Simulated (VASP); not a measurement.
# C in VASP: notebook, part 2 of 3

VASP 6.6.1. The steps go on from the part before.

## 4. Single point, PBEsol

This run uses another cell than the first one, of 71.44 Å³/atom, 1.455 times its volume.

INCAR reads:

```
PREC     = Accurate       # precision mode
ENCUT    = 520            # plane-wave cutoff, eV
EDIFF    = 1E-7           # SCF threshold, eV
ISMEAR   = -1             # smearing method
SIGMA    = 0.02           # smearing width, eV
LREAL    = F              # projectors in reciprocal space
LASPH    = T              # aspherical terms in the spheres
NELM     = 100            # most SCF steps
ALGO     = Normal         # electronic algorithm
ISIF     = 2              # what is computed and relaxed
LWAVE    = F              # write WAVECAR
LCHARG   = T              # write CHGCAR
LDIPOL   = T            
IDIPOL   = 3            
DIPOL    = 0.5 0.5 0.500
GGA      = PS             # functional
LELF     = T              # ELF
LVHAR    = T            
LVACPOTAV= T            
NBANDS   = 11             # bands
```

KPOINTS reads:

```
regular mesh
0
Gamma
  12 9 1
```

POSCAR reads:

```
C
1.0
    2.5129203383      0.0000000000      0.0000000000
    0.0000000000      3.5538060236      0.0000000000
    0.0000000000      0.0000000000     16.0000000000
C
2
Direct
    0.7500000000      0.1250000000      0.5000000000
    0.2500000000      0.8750000000      0.5000000000
```

Potentials or basis: VASP PAW PBE potentials, release 64 (C).

On the command line:

```console
cat potpaw_PBE.64/C/POTCAR > POTCAR
mpirun -np 1 vasp_std > vasp.out
```

OUTCAR:

```text
PREC = Accurate
   ENCUT = 520
   EDIFF = 1E-7
   ISMEAR = -1
   LREAL = F
   LASPH = T
   NELM = 100
   ISIF = 2
   GGA = PS

 ion  position               nearest neighbor table
   1  0.750  0.125  0.500-   2 1.54   2 1.54
   2  0.250  0.875  0.500-   1 1.54   1 1.54

  LATTYP: Found a simple orthorhombic cell.
 ALAT       =     2.5129203383
 B/A-ratio  =     1.4142135624
 C/A-ratio  =     6.3670939966

  Lattice vectors:

 A1 = (   2.5129203383,   0.0000000000,   0.0000000000)
 A2 = (   0.0000000000,   3.5538060236,   0.0000000000)
 A3 = (   0.0000000000,   0.0000000000,  16.0000000000)

Analysis of symmetry for initial positions (statically):
=====================================================================
 Subroutine PRICEL returns:
 Original cell was already a primitive cell.

 Routine SETGRP: Setting up the symmetry group for a
 simple orthorhombic supercell.

 Subroutine GETGRP returns: Found  8 space group operations
 (whereof  4 operations were pure point group operations)
 out of a pool of  8 trial point group operations.

[... 172 lines left out ...]
 fundamental gap:      0.1011800260
 Fermi energy:        -4.9726173286

 k-point     1 :       0.0000    0.0000    0.0000
  band No.  band energies     occupation
      1     -19.6231      2.00000
      2      -8.4048      2.00000
      3      -7.9175      2.00000
      4      -6.8408      2.00000
      5      -5.1839      1.99995
      6       0.7404      0.00000
      7       1.1799      0.00000
      8       1.2791      0.00000
      9       1.7726      0.00000
     10       3.1951      0.00000
     11       4.1989      0.00000
[... 309 lines left out ...]
 k-point    24 :       0.1667    0.3333    0.0000
  band No.  band energies     occupation
      1     -18.9123      2.00000
      2      -9.7835      2.00000
      3      -8.7052      2.00000
      4      -7.5102      2.00000
      5      -2.4393      0.00000
      6      -0.3355      0.00000
      7       2.6356      0.00000
      8       3.1857      0.00000
      9       3.7065      0.00000
     10       5.1257      0.00000
     11       5.7090      0.00000

 [... further k-points ...]
[... 5 lines left out ...]
  --------------------------------------------------------------------------------------
  -------------------------------------------------------------------------------------
  Total       -4.6690799     -8.6124253     -0.0089117      0.0000000      0.0000000      0.0000000
  in kB      -52.3539514    -96.5703108     -0.0999261      0.0000000      0.0000000      0.0000000
  external PRESSURE =     -49.6747294 kB  Pullay stress =       0.0000000 kB

 VOLUME and BASIS-vectors are now :
 -----------------------------------------------------------------------------
  energy-cutoff  :      520.00
  volume of cell :      142.89
      direct lattice vectors                 reciprocal lattice vectors
     2.512920338  0.000000000  0.000000000     0.397943375  0.000000000  0.000000000
     0.000000000  3.553806024  0.000000000     0.000000000  0.281388459  0.000000000
     0.000000000  0.000000000 16.000000000     0.000000000  0.000000000  0.062500000

 POSITION                                       TOTAL-FORCE (eV/Angst)
 -----------------------------------------------------------------------------------
      1.88469      0.44423      8.00000         0.000000     -8.331457     -0.000000
      0.62823      3.10958      8.00000        -0.000000      8.331457      0.000000
 -----------------------------------------------------------------------------------
    total drift:                                0.000000     -0.000000      0.000000

  FREE ENERGIE OF THE ION-ELECTRON SYSTEM (eV)
  ---------------------------------------------------
  free  energy   TOTEN  =       -13.7623176647 eV

  energy  without entropy=      -13.7609898574  energy(sigma->0) =      -13.76165376

 vacuum level on the upper side and lower side of the slab         1.233         1.233
```

OSZICAR:

```text
N       E                     dE             d eps       ncg     rms          rms(c)
DAV:   1     0.429865272967E+02    0.42987E+02   -0.28113E+03   770   0.501E+02
DAV:   2    -0.985104219671E+01   -0.52838E+02   -0.46862E+02  1277   0.996E+01
DAV:   3    -0.140307675816E+02   -0.41797E+01   -0.40945E+01   966   0.350E+01
[... 12 lines left out ...]
DAV:  16    -0.137622925735E+02   -0.14254E-04   -0.35640E-07  1042   0.267E-03    0.150E-03
DAV:  17    -0.137623151101E+02   -0.22537E-04   -0.17868E-06   873   0.352E-03    0.329E-04
DAV:  18    -0.137623168329E+02   -0.17228E-05   -0.30110E-08   926   0.817E-04    0.170E-04
DAV:  19    -0.137623176116E+02   -0.77865E-06   -0.22248E-08   868   0.569E-04    0.355E-05
DAV:  20    -0.137623176647E+02   -0.53099E-07   -0.68562E-10   952   0.121E-04
   1 F= -.13762318E+02 E0= -.13761654E+02  d E =-.132781E-02
```

stdout:

```text
POSCAR found type information on POSCAR C
 POSCAR found :  1 types and       2 ions
 scaLAPACK will be used
 -----------------------------------------------------------------------------
[... 23 lines left out ...]
|     Did not find any points to average over, which means that no vacuum     |
|     field-free region was found. Please increase the size of  your cell     |
|     in the dimension of the dipole correction to obtain accurate            |
|     workfunction values.                                                    |
|                                                                             |
 -----------------------------------------------------------------------------
```

It took 36 s on 1 thread of AMD EPYC 9R45 (Zen 5), shared host; peak memory 0.22 GiB.

Results:

* Free energy: -13.7623 eV
* Largest force: 8.331 eV/Å
* Band gap on the k mesh: zero (band 4 reaches -4.95 eV, above the bottom of band 5 at -5.18 eV)

Forces on the atoms (eV/Å):
```
C    0.000 -8.331  0.000
C    0.000  8.331  0.000
```

Levels at points of the mesh, in eV from the Fermi level:
| k point | band 2 | band 3 | band 4 | band 5 | band 6 | band 7 |
| --- | --- | --- | --- | --- | --- | --- |
| (0.00, 0.00, 0.00) | -3.43 | -2.94 | -1.87 | -0.21 | 5.71 | 6.15 |
| (0.50, 0.00, 0.00) | -10.42 | -0.28 | -0.28 | 1.21 | 1.21 | 9.68 |

Caveat: the PAW data sets were made with another functional, which shifts forces and pressure a little.

## 5. Single point, PBEsol

This run uses another cell than the first one, of 71.44 Å³/atom, 1.455 times its volume.

INCAR reads:

```
SYSTEM = C
  PREC = Accurate
  ENCUT = 520
  EDIFF = 1E-6
  ISMEAR = -1
  SIGMA = 0.02
  LREAL = .False.
  LASPH = .True.
  NELM = 100
  ALGO = Normal
  ISIF = 2
  LWAVE = .False.
  LCHARG = .False.
  LDIPOL = .True.
  IDIPOL = 3
  DIPOL = 0.5 0.5 0.500
  GGA = PS
  NBANDS = 11
```

KPOINTS reads:

```
Automatic mesh
0
Gamma
  12 9 1
  0 0 0
```

POSCAR is that of step 4.

Potentials or basis: VASP PAW PBE potentials, release 64 (C).

On the command line:

```console
cat potpaw_PBE.64/C/POTCAR > POTCAR
mpirun -np 1 vasp_std > vasp.out
```

OUTCAR:

```text
SYSTEM = C
   PREC = Accurate
   ENCUT = 520
   EDIFF = 1E-6
   ISMEAR = -1
   LREAL = .False.
   LASPH = .True.
   NELM = 100
   ISIF = 2
   GGA = PS

 ion  position               nearest neighbor table
   1  0.750  0.125  0.500-   2 1.54   2 1.54
   2  0.250  0.875  0.500-   1 1.54   1 1.54

  LATTYP: Found a simple orthorhombic cell.
 ALAT       =     2.5129203383
 B/A-ratio  =     1.4142135624
 C/A-ratio  =     6.3670939966

  Lattice vectors:

 A1 = (   2.5129203383,   0.0000000000,   0.0000000000)
 A2 = (   0.0000000000,   3.5538060236,   0.0000000000)
 A3 = (   0.0000000000,   0.0000000000,  16.0000000000)

Analysis of symmetry for initial positions (statically):
=====================================================================
 Subroutine PRICEL returns:
 Original cell was already a primitive cell.

 Routine SETGRP: Setting up the symmetry group for a
 simple orthorhombic supercell.

 Subroutine GETGRP returns: Found  8 space group operations
 (whereof  4 operations were pure point group operations)
 out of a pool of  8 trial point group operations.

The static configuration has the point symmetry C_2h.
 The point group associated with its full space group is D_2h.

Analysis of symmetry for dynamics (positions and initial velocities):
=====================================================================
 Subroutine PRICEL returns:
 Original cell was already a primitive cell.

 Routine SETGRP: Setting up the symmetry group for a
 simple orthorhombic supercell.

 Subroutine GETGRP returns: Found  8 space group operations
 (whereof  4 operations were pure point group operations)
 out of a pool of  8 trial point group operations.

The dynamic configuration has the point symmetry C_2h.
 The point group associated with its full space group is D_2h.

 Subroutine INISYM returns: Found  8 space group operations
 (whereof  4 operations are pure point group operations),
 and found     1 'primitive' translations

----------------------------------------------------------------------------------------

                                     Primitive cell

  volume of cell :     142.8869

  direct lattice vectors                    reciprocal lattice vectors
     2.512920338  0.000000000  0.000000000     0.397943375  0.000000000  0.000000000
     0.000000000  3.553806024  0.000000000     0.000000000  0.281388459  0.000000000
     0.000000000  0.000000000 16.000000000     0.000000000  0.000000000  0.062500000

  length of vectors
     2.512920338  3.553806024 16.000000000     0.397943375  0.281388459  0.062500000

  position of ions in fractional coordinates (direct lattice)
     0.750000000  0.125000000  0.500000000
     0.250000000  0.875000000  0.500000000

  ion indices of the primitive-cell ions
   primitive index   ion index
                 1           1
                 2           2

----------------------------------------------------------------------------------------

 KPOINTS: Automatic mesh

Automatic generation of k-mesh.
 Grid dimensions read from file:
 generate k-points for:   12    9    1

 Generating k-lattice:

  Cartesian coordinates                     Fractional coordinates (reciprocal lattice)
     0.033161948  0.000000000  0.000000000     0.083333333  0.000000000  0.000000000
[... 47 lines left out ...]
   NGX,Y,Z   is equivalent  to a cutoff of  13.23, 13.10, 12.47 a.u.
   NGXF,Y,Z  is equivalent  to a cutoff of  26.46, 26.20, 24.94 a.u.
 SYSTEM =  C
   PREC   = accura    normal or accurate (medium, high low for compatibility)
   ISTART =      0    job   : 0-new  1-cont  2-samecut
   ICHARG =      2    charge: 1-file 2-atom 10-const
   ISPIN  =      1    spin polarized calculation?
   LNONCOLLINEAR =      F non collinear calculations
   LSORBIT =      F    spin-orbit coupling
   LASPH  =      T    aspherical Exc in radial PAW
   ENCUT  =  520.0 eV  38.22 Ry    6.18 a.u.   4.67  6.61 29.75*2*pi/ulx,y,z
   NELM   =    100;   NELMIN=  2; NELMDL= -5     # of ELM steps
   EDIFF  = 0.1E-05   stopping-criterion for ELM
   LREAL  =      F    real-space projection
   EDIFFG = 0.1E-04   stopping-criterion for IOM
   NSW    =      0    number of steps for IOM
   IBRION =     -1    ionic relax: 0-MD 1-quasi-New 2-CG
   NFREE  =      0    steps in history (QN), initial steepest desc. (CG)
   ISIF   =      2    stress and relaxation
   ISYM   =      2    0-nonsym 1-usesym 2-fastsym
   POTIM  = 0.5000    time-step for ionic-motion
   TEBEG  =    0.0;   TEEND  =   0.0 temperature during run
   PSTRESS=    0.0 pullay stress
   NELECT =       8.0000    total number of electrons
   NUPDOWN=      -1.0000    fix difference up-down
   EMIN   =  10.00;   EMAX   =-10.00  energy-range for DOS
   EFERMI =   0.00;   METHOD = LEGACY
   ISMEAR =    -1;   SIGMA  =   0.02  broadening in eV -4-tet -1-fermi 0-gaus
   EFERMI_NEDOS =   21; number of points for ismear=-14 and -15
   IALGO  =     38    algorithm
   IMIX   =      4    mixing-type and parameters
     AMIX     =   0.40;   BMIX     =  1.00
     AMIX_MAG =   1.60;   BMIX_MAG =  1.00
  volume/ion in A,a.u.               =      71.44       482.12
  Fermi-wavevector in a.u.,A,eV,Ry     =   0.626288  1.183513  5.336702  0.392237
  Thomas-Fermi vector in A             =   1.687489
   LORBIT       =      0    0 simple, 1 ext, 2 COOP (PROOUT), +10 PAW based schemes
   GGA     = PS    functional components
   LHFCALC =     F    Hartree Fock is set to
   AEXX    =    0.0000 exact exchange contribution
   IVDW    =     0    specifies the selected vdW correction
   LEPSILON=     F    determine dielectric tensor
   LRPA    =     F    only Hartree local field effects (RPA)
 non-spin polarized calculation
  energy-cutoff  :      520.00
  volume of cell :      142.89
 maximum number of plane-waves:      3886
 NGX is ok and might be reduce to    20
   NGX =  9   NGY = 13   NGZ = 59

 dipolmoment           0.000000      0.000000     -0.000000 electrons x Angstroem

 number of electron       8.0000001 magnetization

 dipolmoment           0.000000      0.000000      0.000000 electrons x Angstroem

 Free energy of the ion-electron system (eV)
  ---------------------------------------------------
  ext. energy  EPLUGINS =         0.00000000
  ---------------------------------------------------
  free energy    TOTEN  =       -13.76231761 eV

  energy without entropy =      -13.76098981  energy(sigma->0) =      -13.76165371

 E-fermi :  -4.9726     XC(G=0):  -2.2616

 val. band max:       -5.0465192760   @ k =   0.4167   0.1111   0.0000
 cond. band min:      -4.9453391529   @ k =   0.4167   0.2222   0.0000
 fundamental gap:      0.1011801231
 Fermi energy:        -4.9726007670

 k-point     1 :       0.0000    0.0000    0.0000
  band No.  band energies     occupation
      1     -19.6231      2.00000
      2      -8.4048      2.00000
      3      -7.9175      2.00000
      4      -6.8407      2.00000
      5      -5.1839      1.99995
      6       0.7407      0.00000
      7       1.1821      0.00000
      8       1.2791      0.00000
      9       1.7613      0.00000
     10       3.2005      0.00000
     11       4.1935      0.00000
[... 309 lines left out ...]
 k-point    24 :       0.1667    0.3333    0.0000
  band No.  band energies     occupation
      1     -18.9123      2.00000
      2      -9.7835      2.00000
      3      -8.7052      2.00000
      4      -7.5101      2.00000
      5      -2.4393      0.00000
      6      -0.3355      0.00000
      7       2.6360      0.00000
      8       3.1878      0.00000
      9       3.6956      0.00000
     10       5.1309      0.00000
     11       5.7080      0.00000

 [... further k-points ...]

------------------------ aborting loop because EDIFF is reached ----------------------------------------

 vacuum level on the upper side and lower side of the slab       (xc-potential included)        -0.114        -0.114

  FORCE on cell =-STRESS in cart. coord.  units (eV):
  Direction    XX          YY          ZZ          XY          YZ          ZX
  --------------------------------------------------------------------------------------
  -------------------------------------------------------------------------------------
  Total       -4.6690859     -8.6124347     -0.0089438     -0.0000000      0.0000000      0.0000000
  in kB      -52.3540190    -96.5704163     -0.1002858     -0.0000000      0.0000000      0.0000000
  external PRESSURE =     -49.6749070 kB  Pullay stress =       0.0000000 kB

 VOLUME and BASIS-vectors are now :
 -----------------------------------------------------------------------------
  energy-cutoff  :      520.00
  volume of cell :      142.89
      direct lattice vectors                 reciprocal lattice vectors
     2.512920338  0.000000000  0.000000000     0.397943375  0.000000000  0.000000000
     0.000000000  3.553806024  0.000000000     0.000000000  0.281388459  0.000000000
     0.000000000  0.000000000 16.000000000     0.000000000  0.000000000  0.062500000

 POSITION                                       TOTAL-FORCE (eV/Angst)
 -----------------------------------------------------------------------------------
      1.88469      0.44423      8.00000        -0.000000     -8.331458      0.000000
      0.62823      3.10958      8.00000         0.000000      8.331458      0.000000
 -----------------------------------------------------------------------------------
    total drift:                                0.000000     -0.000000      0.000000

  FREE ENERGIE OF THE ION-ELECTRON SYSTEM (eV)
  ---------------------------------------------------
  free  energy   TOTEN  =       -13.7623176116 eV

  energy  without entropy=      -13.7609898110  energy(sigma->0) =      -13.76165371

 vacuum level on the upper side and lower side of the slab         1.156         1.156
```

OSZICAR:

```text
N       E                     dE             d eps       ncg     rms          rms(c)
DAV:   1     0.429865272967E+02    0.42987E+02   -0.28113E+03   770   0.501E+02
DAV:   2    -0.985104219671E+01   -0.52838E+02   -0.46862E+02  1277   0.996E+01
DAV:   3    -0.140307675816E+02   -0.41797E+01   -0.40945E+01   966   0.350E+01
[... 11 lines left out ...]
DAV:  15    -0.137622783199E+02   -0.99613E-04   -0.11819E-05   898   0.100E-02    0.190E-03
DAV:  16    -0.137622925735E+02   -0.14254E-04   -0.35640E-07  1042   0.267E-03    0.150E-03
DAV:  17    -0.137623151101E+02   -0.22537E-04   -0.17868E-06   873   0.352E-03    0.329E-04
DAV:  18    -0.137623168329E+02   -0.17228E-05   -0.30110E-08   926   0.817E-04    0.170E-04
DAV:  19    -0.137623176116E+02   -0.77865E-06   -0.22248E-08   868   0.569E-04
   1 F= -.13762318E+02 E0= -.13761654E+02  d E =-.132780E-02
```

Wall time 33 s (1 thread of AMD EPYC 9R45 (Zen 5), shared host); peak memory 0.21 GiB.

Results:

```yaml
Free_energy: -13.7623 eV
Largest_force: 8.331 eV/Å
Band_gap_on_the_k_mesh: zero (band 4 reaches -4.95 eV, above the bottom of band 5 at -5.18 eV)
```

Forces on the atoms (eV/Å):
```
C    0.000 -8.331  0.000
C    0.000  8.331  0.000
```

Caveat: the PAW data sets were made with another functional, which shifts forces and pressure a little.

(Continued in part 3 of 3.)
